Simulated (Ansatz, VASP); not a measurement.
# GaAs: VASP beside Ansatz

```xyz
2
Lattice="0.0000 2.7982 2.8625 2.7982 0.0000 2.8625 2.7982 2.7982 0.0000" Properties=species:S:1:pos:R:3 pbc="T T T"
Ga    0.0000    0.0000    0.0000
As    1.3991    1.3991    1.4313
```

Change from the starting cell: epitaxial_xy strain -1.2%.

Alike in both runs: task single point; functional PBE; k mesh 8 × 8 × 8; occupations fermi-dirac, width 0.02 eV; no spin polarisation.

```csv
,VASP,Ansatz
version,VASP 6.6.1,Ansatz 0.2.0
potentials or method,"VASP PAW PBE potentials, release 64 (Ga_d, As)","plane waves, PAW"
plane-wave cutoff (eV),500,420
valence electrons in the cell,18,28
```

Ansatz gave:

| Property | Result |
| --- | --- |
| pressure (GPa) | 3.9 |
| traceless stress, the component that is largest in VASP (GPa) | -0.94 |

Task: Which values does VASP return?

Result: Pressure (GPa): 4.0; traceless stress, the component that is largest in VASP (GPa): -0.94.

With one functional, cell and mesh, what is left measures potentials, basis and numerics. VASP's potentials hold 18 valence electrons a cell and Ansatz's 28, so a difference there can come from the potentials and not from the codes.
